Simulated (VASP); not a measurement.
Set up this calculation in VASP 6.6.1, as the native input.

| Property | Result |
| --- | --- |
| Task | single point |
| Functional | PBE |
| Potentials or basis | VASP PAW PBE potentials, release 64 (W_sv, C) |
| Cutoff | 520 eV |
| k mesh | 11 × 11 × 7 |
| Occupations | fermi-dirac, width 0.08 eV |
| Spin | no spin polarisation |
| Dipole correction | no |
| Further INCAR settings | ALGO = Normal; EDIFF = 1e-06; NBANDS = 26 |

The structure of WC (NiAs type) lies in POSCAR:

```
WC
1.0
    2.5552103695      0.0000000000      0.0000000000
   -1.2776051848      2.2128770920      0.0000000000
    0.0000000000      0.0000000000      5.2500482326
W C
2 2
Direct
    0.0000000000      0.0000000000      0.0000000000
    0.0000000000      0.0000000000      0.5000000000
    0.3333333333      0.6666666667      0.2500000000
    0.6666666667      0.3333333333      0.7500000000
```

These files were run (other wordings do the same):

INCAR

```
PREC = Accurate
ENCUT = 520
EDIFF = 1E-6
ISMEAR = -1
SIGMA = 0.08
LREAL = False
LASPH = True
NELM = 80
ALGO = Normal
ISIF = 2
LWAVE = False
LCHARG = True
GGA = PE
LELF = True
LVHAR = True
NBANDS = 26
```

KPOINTS

```
regular mesh
0
Gamma
  11 11 7
```

Potentials or basis: VASP PAW PBE potentials, release 64 (W_sv, C).

Command:

```sh
$ cat potpaw_PBE.64/W_sv/POTCAR potpaw_PBE.64/C/POTCAR > POTCAR
$ mpirun -np 1 vasp_std > vasp.out
```

Results of the run:

- Pressure: 285.8 GPa
- Band gap on the k mesh: zero (band 18 reaches 17.37 eV, above the bottom of band 19 at 16.30 eV)

Caveat: spin-orbit coupling is left out, which moves the levels of the heavy elements.

It took 20 s on 1 thread of Intel(R) Xeon(R) 6975P-C (Granite Rapids), with other jobs on the host, peak memory 0.17 GiB.
